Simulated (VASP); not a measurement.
Input of a VASP 6.6.1 run:

File INCAR:

```
SYSTEM = Ir
PREC     = Accurate       ! precision mode
ENCUT    = 600            ! plane-wave cutoff, eV
EDIFF    = 1E-6           ! SCF threshold, eV
ISMEAR   = 0              ! smearing method
SIGMA    = 0.1            ! smearing width, eV
LREAL    = .False.        ! projectors in reciprocal space
LASPH    = .True.         ! aspherical terms in the spheres
NELM     = 80             ! most SCF steps
ALGO     = Fast           ! electronic algorithm
ISIF     = 3              ! what is computed and relaxed
LWAVE    = .False.        ! write WAVECAR
LCHARG   = .False.        ! write CHGCAR
GGA      = PS             ! functional
IBRION   = 2              ! ionic algorithm
NSW      = 80             ! ionic steps
EDIFFG   = -0.01          ! ionic threshold
```

KPOINTS

```
Automatic mesh
0
Gamma
  12 12 16
  0 0 0
```

File POSCAR:

```
Ir
1.0
    4.3337426501      0.0000000000      0.0000000000
   -2.1668713251      3.7531312285      0.0000000000
    0.0000000000      0.0000000000      2.6698816608
Ir
3
Direct
    0.0000000000      0.0000000000      0.0000000000
    0.3333333333      0.6666666667      0.5000000000
    0.6666666667      0.3333333333      0.5000000000
```

Potentials or basis: VASP PAW PBE potentials, release 64 (Ir).

Launch:

```sh
$ cat potpaw_PBE.64/Ir/POTCAR > POTCAR
$ mpirun -np 1 vasp_std > vasp.out
```

Q: What does it give for the relaxed volume?

A: 14.52 Å³/atom.

Q: What does it give for the relaxed cell?

A: a = 4.340 Å, b = 4.340 Å, c = 2.669 Å, α = 90.00°, β = 90.00°, γ = 120.00°.

Q: Predict the space group after relaxing (to 0.1 Å).

A: P6/mmm (No. 191).

Step by step:
| step | energy change (eV) | largest force (eV/Å) | pressure (GPa) | volume (Å³) |
| --- | --- | --- | --- | --- |
| 1 | 0.0000 | 0.0000 | 1.03 | 43.43 |
| 2 | 0.0054 | 0.0000 | -3.80 | 44.01 |
| 3 | -0.0005 | 0.0000 | -0.07 | 43.56 |
| 4 | -0.0005 | 0.0000 | -0.07 | 43.56 |
| 5 | -0.0005 | 0.0000 | 0.07 | 43.54 |
| 6 | -0.0005 | 0.0000 | 0.00 | 43.55 |

Caveat: the PAW data sets were made with another functional, which shifts forces and pressure a little.
